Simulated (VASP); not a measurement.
Set up this calculation in VASP 6.6.1, as the native input.

```yaml
Task: relaxation of cell and atoms
Functional: PBEsol
Potentials_or_basis: VASP PAW PBE potentials, release 64 (Ga_d, N)
Cutoff: 600 eV
k_mesh: 10 × 10 × 10
Occupations: fermi-dirac, width 0.05 eV
Spin: no spin polarisation
Dipole_correction: no
Further_INCAR_settings: ALGO = Normal; EDIFF = 1e-06; IBRION = 2; EDIFFG = -0.005; NSW = 80; ISIF = 3
```

The structure of GaN lies in POSCAR:

```
GaN
1.0
    0.0000000000      2.2535006075      2.2535006075
    2.2535006075      0.0000000000      2.2535006075
    2.2535006075      2.2535006075      0.0000000000
Ga N
1 1
Direct
    0.0000000000      0.0000000000      0.0000000000
    0.2500000000      0.2500000000      0.2500000000
```

The input as run:

INCAR

```
SYSTEM = GaN
PREC = Accurate ; ENCUT = 600
EDIFF = 1E-6 ; ISMEAR = -1
SIGMA = 0.05 ; LREAL = .False.
LASPH = .True. ; NELM = 80
ALGO = Normal ; ISIF = 3
LWAVE = .False. ; LCHARG = .False.
GGA = PS ; IBRION = 2
NSW = 80 ; EDIFFG = -0.005
```

KPOINTS

```
Automatic mesh
0
Gamma
  10 10 10
  0 0 0
```

Potentials or basis: VASP PAW PBE potentials, release 64 (Ga_d, N).

Run with:

```console
$ cat potpaw_PBE.64/Ga_d/POTCAR potpaw_PBE.64/N/POTCAR > POTCAR
$ mpirun -np 1 vasp_std > vasp.out
```

Results of the run:

The relaxed volume is 11.36 Å³/atom and the relaxed cell is a = 3.179 Å, b = 3.179 Å, c = 3.179 Å, α = 60.00°, β = 60.00°, γ = 60.00°. The space group after relaxing (to 0.05 Å) is F-43m (No. 216). The energy gained by relaxing is 0.4 meV/atom and the ionic steps are 6. The pressure after relaxing is -0.1 GPa and the band gap on the k mesh is 1.73 eV, direct.

Caveat: the PAW data sets were made with another functional, which shifts forces and pressure a little.

Run time: 27 s on 1 thread of AMD EPYC 9R45 96-Core Processor (Zen 5) (shared host), peak memory 0.14 GiB.
